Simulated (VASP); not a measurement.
Ag:

```xyz
2
Lattice="2.9300 0.0000 0.0000 -1.4650 2.5375 0.0000 0.0000 0.0000 4.7900" Properties=species:S:1:pos:R:3 pbc="T T T"
Ag    0.0000    1.6916    1.1975
Ag    1.4650    0.8458    3.5925
```

This isn't the form of Ag at room conditions, which is fcc.

Base run:

- Program: VASP 6.6.1
- Functional: PBE
- Potentials or basis: VASP PAW PBE potentials, release 64 (Ag)
- Cutoff: 520 eV
- k mesh: 13 × 13 × 7
- Occupations: fermi-dirac, width 0.03 eV
- Spin: no spin polarisation

Its results: band gap on the k mesh zero (bands 11 and 12 overlap by 6.28 eV); pressure 0.1 GPa.

Problem. The run is repeated on the same cell with these changes: k mesh from 13 × 13 × 7 to 6 × 6 × 4. What comes out?

Solution. Band gap on the k mesh zero (bands 11 and 12 overlap by 7.35 eV); pressure 0.9 GPa.

Caveats: some runs use coarse meshes.
